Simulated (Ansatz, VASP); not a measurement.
One calculation of TaN, two programs

```xyz
2
Lattice="0.0000 2.1550 2.1550 2.1550 0.0000 2.1550 2.1550 2.1550 0.0000" Properties=species:S:1:pos:R:3 pbc="T T T"
Ta    2.1550    2.1550    2.1550
N     0.0000    0.0000    0.0000
```

Change from the starting cell: strain -0.015 along x and y, -0.015 along z, atoms carried along.

Alike in both runs: task single point; functional PBEsol; k mesh 24 × 24 × 24; occupations gaussian, width 0.15 eV; no spin polarisation.

|  | VASP | Ansatz |
| --- | --- | --- |
| version | VASP 6.6.1 | Ansatz 0.2.0 |
| potentials or method | VASP PAW PBE potentials, release 64 (Ta_pv, N), cutoff 520 eV | scalar-relativistic, plane waves, PAW |
| valence electrons in the cell | 16 | 18 |

Ansatz gave:

- gap on the k mesh at the Fermi level (eV): none
- pressure (GPa): 17.9

Problem. Estimate VASP's values.

Solution. gap on the k mesh at the Fermi level (eV): none; pressure (GPa): 19.2.

VASP's potentials were made for PBE, not for PBEsol. A gap of «none» marks a metal or a gap that the smearing closes. With one functional, cell and mesh, what is left measures potentials, basis and numerics. VASP's potentials hold 16 valence electrons a cell and Ansatz's 18, so a difference there can come from the potentials and not from the codes.

Spin-orbit coupling is off throughout.
